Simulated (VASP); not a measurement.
Wanted: the native input for a VASP 6.6.1 run.

```yaml
Task: single point
Functional: PBE
Potentials_or_basis: VASP PAW PBE potentials, release 64 (C)
Cutoff: 520 eV
k_mesh: 12 × 4 × 1
Occupations: gaussian, width 0.1 eV
Spin: no spin polarisation
Dipole_correction: yes
Further_INCAR_settings: ALGO = Normal; EDIFF = 1e-07; NBANDS = 21
```

The structure of C lies in POSCAR:

```
C
1.0
    2.4663455319      0.0000000000      0.0000000000
    0.0000000000      8.5222964206      0.0000000000
    0.0000000000      0.0000000000     18.9838083987
C
6
Direct
    0.0000000000      0.0000000000      0.3687352850
    0.5000000000      0.0000000000      0.4062394893
    0.5000000000      0.0000000000      0.4812478979
    0.0000000000      0.0000000000      0.5178097576
    0.0000000000      0.0000000000      0.5962482492
    0.5000000000      0.0000000000      0.6290416101
```

The input as run:

INCAR

```
PREC = Accurate
ENCUT = 520
EDIFF = 1E-7
ISMEAR = 0
SIGMA = 0.1
LREAL = False
LASPH = True
NELM = 100
ALGO = Normal
ISIF = 2
LWAVE = False
LCHARG = True
LDIPOL = True
IDIPOL = 3
DIPOL = 0.5 0.5 0.500
GGA = PE
LELF = True
LVHAR = True
LVACPOTAV = True
NBANDS = 21
```

KPOINTS

```
Automatic mesh
0
Gamma
  12 4 1
```

Potentials or basis: VASP PAW PBE potentials, release 64 (C).

The run is started by

```bash
$ cat potpaw_PBE.64/C/POTCAR > POTCAR
$ mpirun -np 1 vasp_std > vasp.out
```

It gave:

```
Largest force          : 3.304 eV/Å
Band gap on the k mesh : 0.10 eV, direct
```

It took 4.1 min on 1 thread of Intel(R) Xeon(R) Platinum 8559C (Emerald Rapids) (shared host), peak memory 0.46 GiB.
